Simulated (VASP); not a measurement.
Wanted: the native input for a VASP 6.6.1 run.

| Quantity | Value |
| --- | --- |
| Task | relaxation of the atoms |
| Functional | PBE |
| Potentials or basis | VASP PAW PBE potentials, release 64 (Ag) |
| Cutoff | 520 eV |
| k mesh | 12 × 12 × 1 |
| Occupations | fermi-dirac, width 0.1 eV |
| Spin | no spin polarisation |
| Dipole correction | yes |
| Further INCAR settings | ALGO = Normal; EDIFF = 1e-06; IBRION = 2; EDIFFG = -0.01; NSW = 32 |

The structure of Ag lies in POSCAR:

```
Ag
1.0
    2.9330648186      0.0000000000      0.0000000000
    0.0000000000      2.9330648186      0.0000000000
    0.0000000000      0.0000000000     22.2220000000
Ag
4
Direct
    0.2500000000      0.2500000000      0.3620074681
    0.7500000000      0.7500000000      0.4533605956
    0.2500000000      0.2500000000      0.5466394065
    0.7500000000      0.7500000000      0.6379925293
```

One way to write it, as run:

INCAR

```
  PREC = Accurate
  ENCUT = 520
  EDIFF = 1E-6
  ISMEAR = -1
  SIGMA = 0.1
  LREAL = F
  LASPH = T
  NELM = 100
  ALGO = Normal
  ISIF = 2
  LWAVE = F
  LCHARG = F
  LDIPOL = T
  IDIPOL = 3
  DIPOL = 0.5 0.5 0.500
  GGA = PE
  IBRION = 2
  NSW = 32
  EDIFFG = -0.01
  KPAR = 4
```

KPOINTS

```
Automatic mesh
0
Gamma
  12 12 1
```

Potentials or basis: VASP PAW PBE potentials, release 64 (Ag).

Run with:

```console
$ cat potpaw_PBE.64/Ag/POTCAR > POTCAR
$ mpirun -np 4 vasp_std > vasp.out
```

It gave:

| Quantity | Value |
| --- | --- |
| Largest force after relaxing | 0.009 eV/Å |
| Band gap on the k mesh | zero (bands 22 and 23 overlap by 4.93 eV) |

Caveat: the relaxation stopped at its first step, so nothing moved.

It took 98 s on 4 MPI ranks on Oxide Virtual Turin-like Processor, on a shared host, peak memory 0.33 GiB a rank.
